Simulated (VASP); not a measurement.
Br:

```
CELL_PARAMETERS angstrom
0.00000 3.24000 3.24000
3.24000 0.00000 3.24000
3.24000 3.24000 0.00000
ATOMIC_POSITIONS crystal
Br 0.00000 0.00000 0.00000
Br 0.25000 0.25000 0.25000
```

```yaml
Program: VASP 6.6.1
Task: relaxation of cell and atoms
Functional: PBE
Potentials_or_basis: VASP PAW PBE potentials, release 64 (Br)
Cutoff: 600 eV
k_mesh: 11 × 11 × 11
Occupations: fermi-dirac, width 0.05 eV
Spin: no spin polarisation
```

At the start: pressure 6.3 GPa; volume 34.01 Å³/atom.

Question: How do energy, volume and symmetry change on relaxing?

Answer: Over 4 steps the energy falls by 141.4 meV/atom and the volume is 43.03 Å³/atom (+26.5 %); space group Fd-3m (No. 227, to 0.1 Å) before and after.

Step by step:
```csv
step,energy change (eV),largest force (eV/Å),pressure (GPa),volume (Å³)
1,0.0000,0.0000,6.33,68.02
2,-0.2741,0.0000,0.79,82.14
3,-0.2817,0.0000,-0.24,87.37
4,-0.2828,0.0000,-0.02,86.07
```

Final structure:
```
CELL_PARAMETERS angstrom
0.00000 3.50431 3.50431
3.50431 0.00000 3.50431
3.50431 3.50431 0.00000
ATOMIC_POSITIONS crystal
Br 0.00000 0.00000 0.00000
Br 0.25000 0.25000 0.25000
```

Caveat: the volume moved by over 15 % at a fixed basis, so the end points are rough.
